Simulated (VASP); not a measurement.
Crystal: LuSc2N3.

```
Lu Sc N
1.0
     5.56128    0.00000    0.00000
    -2.78064    4.81621    0.00000
     0.00000    0.00000    4.07228
Lu Sc N
1 2 3
Direct
  0.00000 0.00000 0.50000
  0.33333 0.66667 0.50000
  0.66667 0.33333 0.50000
  0.33333 0.66667 0.00000
  0.66667 0.33333 0.00000
  0.00000 0.00000 0.00000
```

The cell was generated, and may not be a known phase.

* Program: VASP 6.6.1
* Task: relaxation of cell and atoms
* Functional: PBE
* Potentials or basis: VASP PAW PBE potentials, release 64 (Lu, Sc_sv, N)
* Cutoff: 600 eV
* k mesh: 6 × 6 × 4
* Occupations: gaussian, width 0.1 eV
* Spin: no spin polarisation

At the start: pressure 5.0 GPa; volume 18.18 Å³/atom.

Q: Where does the relaxation end?

A: Over 12 steps the energy falls by 291.0 meV/atom and the volume is 26.42 Å³/atom (+45.4 %); space group P6/mmm (No. 191, to 0.1 Å) before and after.

Step by step:
| step | energy change (eV) | largest force (eV/Å) | pressure (GPa) | volume (Å³) |
| --- | --- | --- | --- | --- |
| 1 | 0.0000 | 0.0000 | 5.00 | 109.07 |
| 2 | -0.7502 | 0.0000 | 4.82 | 118.04 |
| 3 | -0.7747 | 0.0000 | 12.67 | 144.77 |
| 4 | -1.3307 | 0.0000 | 7.40 | 131.67 |
| 5 | -1.6457 | 0.0000 | 2.54 | 143.55 |
| 6 | -1.7131 | 0.0000 | -0.89 | 154.70 |
| 7 | -1.7149 | 0.0000 | -0.57 | 153.28 |
| 8 | -1.7387 | 0.0000 | -0.41 | 156.71 |
| 9 | -1.7448 | 0.0000 | -0.30 | 158.99 |
| 10 | -1.7451 | 0.0000 | -0.29 | 159.77 |
| 11 | -1.7451 | 0.0000 | -0.31 | 159.64 |
| 12 | -1.7459 | 0.0000 | 0.04 | 158.54 |

Final structure:
```
Lu Sc N
1.0
     6.84396    0.00000    0.00000
    -3.42198    5.92704    0.00000
     0.00000    0.00000    3.90844
Lu Sc N
1 2 3
Cartesian
  0.0000 0.0000 1.9542
  0.0000 3.9514 1.9542
  3.4220 1.9757 1.9542
  0.0000 3.9514 0.0000
  3.4220 1.9757 0.0000
  0.0000 0.0000 0.0000
```

Caveat: the k points lie up to 0.40 Å⁻¹ apart in the final cell, too coarse for converged energies and pressures of a metal; the volume moved by over 15 % at a fixed basis, so the end points are rough.
